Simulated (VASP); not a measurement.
A run of VASP 6.6.1 is set up as follows.

INCAR

```
PREC = Accurate
ENCUT = 520
EDIFF = 1E-7
ISMEAR = 0
SIGMA = 0.15
LREAL = F
LASPH = T
NELM = 60
ALGO = Fast
ISIF = 2
LWAVE = F
LCHARG = F
GGA = PE
NBANDS = 11
```

KPOINTS

```
regular mesh
0
Gamma
  20 20 20
```

File POSCAR:

```
Pd
1.0
    0.0243112500      1.9449000000      1.9449000000
    1.9449000000      0.0243112500      1.9449000000
    1.9692112500      1.9692112500      0.0000000000
Pd
1
Direct
    0.0000000000      0.0000000000      0.0000000000
```

Potentials or basis: VASP PAW PBE potentials, release 64 (Pd).

Command:

```bash
$ cat potpaw_PBE.64/Pd/POTCAR > POTCAR
$ mpirun -np 1 vasp_std > vasp.out
```

(1) Predict the band gap on the k mesh.

(2) Estimate the pressure.

## Answers

(1) zero (bands 5 and 6 overlap by 1.63 eV).

(2) 7.5 GPa.

Caveat: the cell differs from its parent crystal (strain +0.0250 x Voigt [0, 0, 0, 0, 0, 1]); the cell stands under pressure.
